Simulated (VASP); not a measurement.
Write the native input for VASP 6.6.1 that does the following.

| Property | Result |
| --- | --- |
| Task | single point |
| Functional | PBE0 |
| Potentials or basis | VASP PAW PBE potentials, release 64 (Cu) |
| Cutoff | 520 eV |
| k mesh | 6 × 6 × 6 |
| Occupations | fermi-dirac, width 0.05 eV |
| Spin | no spin polarisation |
| Dipole correction | no |
| Grid for exact exchange (PRECFOCK) | Normal |
| Further INCAR settings | ALGO = Normal; EDIFF = 1e-06; NBANDS = 12 |
| Share of exact exchange | 0.25 |

Cu:

```
CELL_PARAMETERS angstrom
-1.46178 1.46178 1.39419
1.46178 -1.46178 1.39419
1.46178 1.46178 -1.39419
ATOMIC_POSITIONS crystal
Cu 0.00000 0.00000 0.00000
```

The input as run:

POSCAR

```
Cu
1.0
   -1.4617796199      1.4617796199      1.3941898615
    1.4617796199     -1.4617796199      1.3941898615
    1.4617796199      1.4617796199     -1.3941898615
Cu
1
Direct
    0.0000000000      0.0000000000      0.0000000000
```

INCAR.step1

```
  PREC = Accurate
  ENCUT = 520
  EDIFF = 1E-5
  ISMEAR = -1
  SIGMA = 0.05
  LREAL = F
  LASPH = T
  NELM = 80
  ALGO = Normal
  ISIF = 2
  LWAVE = T
  LCHARG = F
  GGA = PE
  NBANDS = 12
```

INCAR.step2

```
  PREC = Accurate
  ENCUT = 520
  EDIFF = 1E-6
  ISMEAR = -1
  SIGMA = 0.05
  LREAL = F
  LASPH = T
  NELM = 80
  ALGO = Normal
  ISIF = 2
  LWAVE = F
  LCHARG = F
  GGA = PE
  LHFCALC = T
  AEXX = 0.25
  PRECFOCK = Normal
  ISTART = 1
  NBANDS = 12
```

KPOINTS

```
regular mesh
0
Gamma
  6 6 6
```

Potentials or basis: VASP PAW PBE potentials, release 64 (Cu).

Command:

```bash
$ cat potpaw_PBE.64/Cu/POTCAR > POTCAR
$ cp INCAR.step1 INCAR
$ mpirun -np 1 vasp_std > vasp.out
$ cp INCAR.step2 INCAR
$ mpirun -np 1 vasp_std > vasp.out
```

Results of the run:

```yaml
Pressure: 1.0 GPa
Band_gap_on_the_k_mesh: zero (an odd number of electrons rules out a gap without spin polarisation)
```

Caveat: the k points lie up to 0.52 Å⁻¹ apart, too coarse for converged energies and pressures of a metal; the PAW data sets were made with another functional, which shifts forces and pressure a little.

Run time: 3.7 min on 1 thread of Intel(R) Xeon(R) 6975P-C (Granite Rapids), on a shared host, peak memory 0.13 GiB.
